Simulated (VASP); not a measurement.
A run of VASP 6.6.1 is set up as follows.

The input INCAR:

```
PREC = Accurate ; ENCUT = 520
EDIFF = 1E-6 ; ISMEAR = -1
SIGMA = 0.05 ; LREAL = False
LASPH = True ; NELM = 100
ALGO = Normal ; ISIF = 2
LWAVE = False ; LCHARG = True
GGA = PS ; IVDW = 13
LELF = True ; LVHAR = True
NBANDS = 25
```

File KPOINTS:

```
regular mesh
0
Gamma
  10 10 5
```

The input POSCAR:

```
CuO
1.0
    2.3418500000     -1.7113000000      0.0000000000
    2.3418500000      1.7113000000      0.0000000000
   -0.8500274268      0.0000000000      5.0578693947
Cu O
2 2
Direct
    0.5000000000      0.0000000000      0.5000000000
    0.0000000000      0.5000000000      0.0000000000
    0.4184000000      0.5816000000      0.7500000000
    0.5816000000      0.4184000000      0.2500000000
```

Potentials or basis: VASP PAW PBE potentials, release 64 (Cu, O).

Run with:

```bash
$ cat potpaw_PBE.64/Cu/POTCAR potpaw_PBE.64/O/POTCAR > POTCAR
$ mpirun -np 1 vasp_std > vasp.out
```

**Question.** Estimate the band gap on the k mesh.

**Answer.** Zero (bands 17 and 18 overlap by 0.61 eV).

**Question.** What does it give for the pressure?

**Answer.** -4.6 GPa.

**Question.** Estimate the dispersion energy per atom.

**Answer.** -0.181 eV.

**Question.** What does it give for the largest force?

**Answer.** 0.320 eV/Å.

Forces on the atoms (eV/Å):
```
Cu   0.000  0.000  0.000
Cu   0.000  0.000  0.000
O    0.000 -0.320  0.000
O    0.000  0.320  0.000
```

Caveat: the cell stands under tension; the PAW data sets were made with another functional, which shifts forces and pressure a little; semilocal functionals often make such compounds metallic where correlation or magnetic order opens a gap, which also shifts bond lengths. With open d or f shells a metallic result of PBEsol can be an artefact of self-interaction; +U or a hybrid may open a gap.
